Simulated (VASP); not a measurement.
Crystal: B2RhN3.

```xyz
6
Lattice="2.9637 0.0000 0.0000 -1.4818 2.5666 0.0000 0.0000 0.0000 7.3300" Properties=species:S:1:pos:R:3 pbc="T T T"
B     0.0000    1.7111    4.9772
B     1.4818    0.8555    2.3528
Rh    0.0000    0.0000    0.0000
N     0.0000    1.7111    1.0481
N     1.4818    0.8555    6.2819
N     0.0000    0.0000    3.6650
```

```yaml
Program: VASP 6.6.1
Task: relaxation of cell and atoms
Functional: PBEsol
Potentials_or_basis: VASP PAW PBE potentials, release 64 (B, Rh_pv, N)
Cutoff: 600 eV
k_mesh: 9 × 9 × 4
Occupations: fermi-dirac, width 0.03 eV
Spin: no spin polarisation
```

At the start: pressure -24.5 GPa; volume 9.29 Å³/atom.

Q: Where does the relaxation end?

A: Over 28 steps the energy falls by 1064.4 meV/atom and the volume is 7.21 Å³/atom (-22.4 %); space group P-3m1 (No. 164, to 0.1 Å) before and after.

The path:
```tsv
step	energy change (eV)	largest force (eV/Å)	pressure (GPa)	volume (Å³)
1	0.0000	3.8543	-24.48	55.76
2	-3.2492	5.5669	0.43	45.06
3	-3.6477	5.6075	63.92	37.24
4	-3.8870	5.8610	34.55	39.95
5	-5.1350	2.2083	27.00	38.98
6	-5.3039	2.0309	27.93	38.51
7	-5.9000	1.0988	4.51	40.55
8	-6.0324	0.9892	-12.35	42.55
9	-6.0360	0.9502	-10.34	42.27
10	-6.1436	0.9847	-4.83	41.57
11	-6.2056	0.9421	4.54	40.59
12	-6.2628	0.6106	3.98	40.78
13	-6.3176	0.2782	4.60	41.24
14	-6.3184	0.1861	4.40	41.19
15	-6.3349	0.2943	-1.52	42.04
16	-6.3351	0.3078	-2.16	42.13
17	-6.3492	0.3184	-1.46	42.22
18	-6.3705	0.2550	1.32	42.45
19	-6.3801	0.1382	1.30	42.68
20	-6.3851	0.0249	1.41	42.95
21	-6.3852	0.0526	1.46	43.01
22	-6.3861	0.0397	-0.36	43.27
23	-6.3862	0.0329	-0.04	43.22
24	-6.3863	0.0333	-0.07	43.23
25	-6.3865	0.0350	-0.04	43.26
26	-6.3865	0.0356	-0.06	43.27
27	-6.3866	0.0132	0.12	43.27
28	-6.3866	0.0094	0.19	43.27
```

Final structure:
```
CELL_PARAMETERS angstrom
2.56445 0.00000 0.00000
-1.28222 2.22088 0.00000
0.00000 0.00000 7.59727
ATOMIC_POSITIONS crystal
B 0.33333 0.66667 0.67498
B 0.66667 0.33333 0.32502
Rh 0.00000 0.00000 0.00000
N 0.33333 0.66667 0.24877
N 0.66667 0.33333 0.75123
N 0.00000 0.00000 0.50000
```

Caveat: the volume moved by over 15 % at a fixed basis, so the end points are rough; the PAW data sets were made with another functional, which shifts forces and pressure a little.
